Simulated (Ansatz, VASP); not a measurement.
# Pb2Se: VASP beside Ansatz

File INCAR:

```
  PREC = Accurate
  ENCUT = 600
  EDIFF = 1E-6
  ISMEAR = 0
  SIGMA = 0.1
  LREAL = F
  LASPH = T
  NELM = 80
  ALGO = Fast
  ISIF = 3
  LWAVE = F
  LCHARG = F
  GGA = PE
  IBRION = 2
  NSW = 100
  EDIFFG = -0.01
```

Contents of KPOINTS:

```
Automatic mesh
0
Gamma
  6 6 10
```

Contents of POSCAR:

```
Pb2Se
1.0
    7.3674970718      0.0000000000      0.0000000000
    0.0000000000      7.3674970718      0.0000000000
    0.0000000000      0.0000000000      4.0110778400
Pb Se
4 2
Direct
    0.2842152298      0.2842152298      0.0000000000
    0.2157847702      0.7842152298      0.5000000000
    0.7157847702      0.7157847702      0.0000000000
    0.7842152298      0.2157847702      0.5000000000
    0.0000000000      0.0000000000      0.0000000000
    0.5000000000      0.5000000000      0.5000000000
```

Input for Ansatz:

```yaml
crystal:
  lattice:
    - [7.3674970718, 0.0, 0.0]
    - [0.0, 7.3674970718, 0.0]
    - [0.0, 0.0, 4.01107784]
  atoms:
    - { symbol: Pb, position: [0.2842152298, 0.2842152298, 0.0] }
    - { symbol: Pb, position: [0.2157847702, 0.7842152298, 0.5] }
    - { symbol: Pb, position: [0.7157847702, 0.7157847702, 0.0] }
    - { symbol: Pb, position: [0.7842152298, 0.2157847702, 0.5] }
    - { symbol: Se, position: [0.0, 0.0, 0.0] }
    - { symbol: Se, position: [0.5, 0.5, 0.5] }
basis:
  ecutwfc: 420
kpoints:
  mp_grid: { grid: [6, 6, 10] }
hamiltonian:
  xc: pbe
scf:
  occupations: { method: gaussian, width: 0.1 }
output:
  forces: true
  stress: true
  eigenvalues: true
relax:
  adjacent_minimum: "off"
  f_tol: 0.01
  max_steps: 80
  cell: { stress_tol: 0.05 }
```

Alike in both runs: task relaxation of cell and atoms; functional PBE; k mesh 6 × 6 × 10; occupations gaussian, width 0.1 eV; no spin polarisation.

|  | VASP | Ansatz |
| --- | --- | --- |
| version | VASP 6.6.1 | Ansatz 0.2.0 |
| potentials or method | VASP PAW PBE potentials, release 64 (Pb_d, Se), cutoff 600 eV | scalar-relativistic, plane waves, PAW |
| valence electrons in the cell | 68 | 88 |

|  | VASP | Ansatz | Ansatz less VASP |
| --- | --- | --- | --- |
| gap on the k mesh at the Fermi level, each at its own relaxed structure (eV) | none | none | - |
| relaxed volume (Å³/atom) | 36.32 | 36.31 | 0.000 |
| relaxed length of the cell vector where the two differ most in proportion (Å) | 3.911 | 3.903 | -0.0082 |

A gap of «none» marks a metal or a gap that the smearing closes. VASP's potentials hold 68 valence electrons a cell and Ansatz's 88, so a difference there can come from the potentials and not from the codes.

Neither program's run includes spin-orbit coupling.
